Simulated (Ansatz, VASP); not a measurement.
# AlN in VASP and in Ansatz

File POSCAR:

```
AlN
1.0
    0.0000000000      2.1821857037      2.1821857037
    2.1821857037      0.0000000000      2.1821857037
    2.1821857037      2.1821857037      0.0000000000
Al N
1 1
Direct
    0.0000000000      0.0000000000      0.0000000000
    0.2500000000      0.2500000000      0.2500000000
```

INCAR.step1

```
SYSTEM = AlN
PREC     = Accurate       ! precision mode
ENCUT    = 660            ! plane-wave cutoff, eV
ISMEAR   = 0              ! smearing method
SIGMA    = 0.02           ! smearing width, eV
LREAL    = .False.        ! projectors in reciprocal space
LASPH    = .True.         ! aspherical terms in the spheres
NELM     = 120            ! most SCF steps
NBANDS   = 11             ! bands
GGA      = PE             ! functional
ALGO     = Normal         ! electronic algorithm
EDIFF    = 1E-5           ! SCF threshold, eV
LWAVE    = .True.         ! write WAVECAR
LCHARG   = .False.        ! write CHGCAR
GGA_COMPAT= .False.
```

INCAR.step2

```
SYSTEM = AlN
PREC     = Accurate       ! precision mode
ENCUT    = 660            ! plane-wave cutoff, eV
EDIFF    = 1E-6           ! SCF threshold, eV
ISMEAR   = 0              ! smearing method
SIGMA    = 0.02           ! smearing width, eV
LREAL    = .False.        ! projectors in reciprocal space
LASPH    = .True.         ! aspherical terms in the spheres
NELM     = 120            ! most SCF steps
ALGO     = Normal         ! electronic algorithm
ISIF     = 2              ! what is computed and relaxed
LWAVE    = .False.        ! write WAVECAR
LCHARG   = .False.        ! write CHGCAR
METAGGA  = R2SCAN         ! meta-GGA
LMIXTAU  = .True.       
LUSE_VDW = .True.       
IVDW_NL  = 2            
BPARAM   = 11.95        
CPARAM   = 0.0093       
NBANDS   = 11             ! bands
ISTART   = 1            
GGA_COMPAT= .False.
```

KPOINTS

```
Automatic mesh
0
Gamma
  10 10 10
  0 0 0
```

Input for Ansatz:

```yaml
crystal:
  lattice:
    - [0.0, 2.1821857037, 2.1821857037]
    - [2.1821857037, 0.0, 2.1821857037]
    - [2.1821857037, 2.1821857037, 0.0]
  atoms:
    - { symbol: Al, position: [0.0, 0.0, 0.0] }
    - { symbol: "N", position: [0.25, 0.25, 0.25] }
basis:
  ecutwfc: 500
kpoints:
  mp_grid: { grid: [10, 10, 10] }
  band_path:
    path:
      - [[0.0, 0.0, 0.0], [-0.5, -0.5, 0.0], [-0.375, -0.375, 0.25]]
      - [[-0.375, 0.0, 0.375], [0.0, 0.0, 0.0], [0.0, 0.0, 0.5], [-0.5, -0.25, 0.25], [-0.5, -0.5, 0.0]]
    npoints: 10
hamiltonian:
  xc: r2scan
  dispersion: rvv10
  pseudopotentials: { kind: paw, azcp: { folder: soft_1 } }
scf:
  occupations: { method: gaussian, width: 0.02 }
  n_extra_bands: 7
output:
  forces: true
  stress: true
  eigenvalues: true
```

Alike in both runs: task single point; functional r2SCAN; dispersion rVV10; k mesh 10 × 10 × 10; occupations gaussian, width 0.02 eV; no spin polarisation.

|  | VASP | Ansatz |
| --- | --- | --- |
| version | VASP 6.6.1 | Ansatz 0.2.0 |
| potentials or method | VASP PAW PBE potentials, release 64 (Al, N), cutoff 660 eV | scalar-relativistic, plane waves, PAW |
| valence electrons in the cell | 8 | 8 |

```csv
,VASP,Ansatz,Ansatz less VASP
gap on the k mesh at the Fermi level (eV),3.89,3.89,0.000
least direct gap on the mesh (eV),4.88,4.83,-0.046
pressure (GPa),-0.3,0.0,+0.27
```

VASP's potentials were made for PBE, not for r2SCAN.
